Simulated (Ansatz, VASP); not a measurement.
Two plane-wave programs on MgS

INCAR

```
  ALGO = Normal
  EDIFF = 1E-7
  ENCUT = 520
  GGA = PE
  ISIF = 2
  ISMEAR = -1
  LASPH = T
  LCHARG = F
  LREAL = F
  LWAVE = F
  NBANDS = 11
  NELM = 80
  PREC = Accurate
  SIGMA = 0.02
```

KPOINTS

```
k-points
0
Gamma
  8 8 8
```

File POSCAR:

```
MgS
1.0
    0.0000000000      2.7201471552      2.5388474143
    2.7201471552      0.0000000000      2.5388474143
    2.7201471552      2.7201471552      0.0000000000
Mg S
1 1
Direct
    0.0000000000      0.0000000000      0.0000000000
    0.5000000000      0.5000000000      0.5000000000
```

Input for Ansatz:

```yaml
crystal:
  lattice:
    - [0.0, 2.7201471552, 2.5388474143]
    - [2.7201471552, 0.0, 2.5388474143]
    - [2.7201471552, 2.7201471552, 0.0]
  atoms:
    - { symbol: Mg, position: [0.0, 0.0, 0.0] }
    - { symbol: S, position: [0.5, 0.5, 0.5] }
kpoints:
  mp_grid: { grid: [8, 8, 8] }
  band_path:
    path:
      - [0.0, 0.0, 0.0]
      - [0.5, 0.0, 0.5]
      - [0.625, 0.25, 0.625]
      - [0.375, 0.375, 0.75]
      - [0.5, 0.5, 0.5]
      - [0.5, 0.25, 0.75]
      - [0.5, 0.5, 0.0]
    npoints: 1
hamiltonian:
  xc: pbe
scf:
  occupations: { method: fermi_dirac, width: 0.02 }
  n_extra_bands: 4
output:
  forces: true
  stress: true
  eigenvalues: true
```

Change from the starting cell: epitaxial_xy strain +4.6%.

Alike in both runs: task single point; functional PBE; k mesh 8 × 8 × 8; occupations fermi-dirac, width 0.02 eV; no spin polarisation.

```csv
,VASP,Ansatz
version,VASP 6.6.1,Ansatz 0.2.0
potentials or method,"VASP PAW PBE potentials, release 64 (Mg, S)","plane waves, PAW"
plane-wave cutoff (eV),520,420
valence electrons in the cell,8,16
```

Ansatz gave:

- gap on the k mesh at the Fermi level (eV): 2.40
- pressure (GPa): -2.6
- traceless stress, the component that is largest in VASP (GPa): 3.78

**Question.** Which values does VASP return?

**Answer.** gap on the k mesh at the Fermi level (eV): 2.38; pressure (GPa): -2.9; traceless stress, the component that is largest in VASP (GPa): 3.75.

VASP's potentials hold 8 valence electrons a cell and Ansatz's 16, so a difference there can come from the potentials and not from the codes.
